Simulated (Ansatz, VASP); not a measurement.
# One calculation of Zr4B, two programs

```xyz
5
Lattice="4.8853 0.0000 0.0000 -2.4426 4.2308 0.0000 0.0000 0.0000 7.7307" Properties=species:S:1:pos:R:3 pbc="T T T"
Zr    0.0000    0.0000    6.2487
Zr    0.0000    0.0000    1.4821
Zr    0.0000    2.8205    0.0000
Zr    2.4426    1.4103    0.0000
B     0.0000    0.0000    3.8654
```

Alike in both runs: functional PBE; k mesh 12 × 12 × 6; occupations gaussian, width 0.1 eV; no spin polarisation.

Ansatz relaxed the structure, and its values are those at the end. VASP's run is a single point on that final structure, the one shown.

```csv
,VASP,Ansatz
version,VASP 6.6.1,Ansatz 0.2.0
potentials or method,"VASP PAW PBE potentials, release 64 (Zr_sv, B), cutoff 520 eV","scalar-relativistic, plane waves, PAW"
valence electrons in the cell,51,51
```

|  | VASP | Ansatz | Ansatz less VASP |
| --- | --- | --- | --- |
| gap on the k mesh at the Fermi level (eV) | none | none | - |
| pressure (GPa) | 0.0 | 0.0 | 0.00 |

A gap of «none» marks a metal or a gap that the smearing closes.
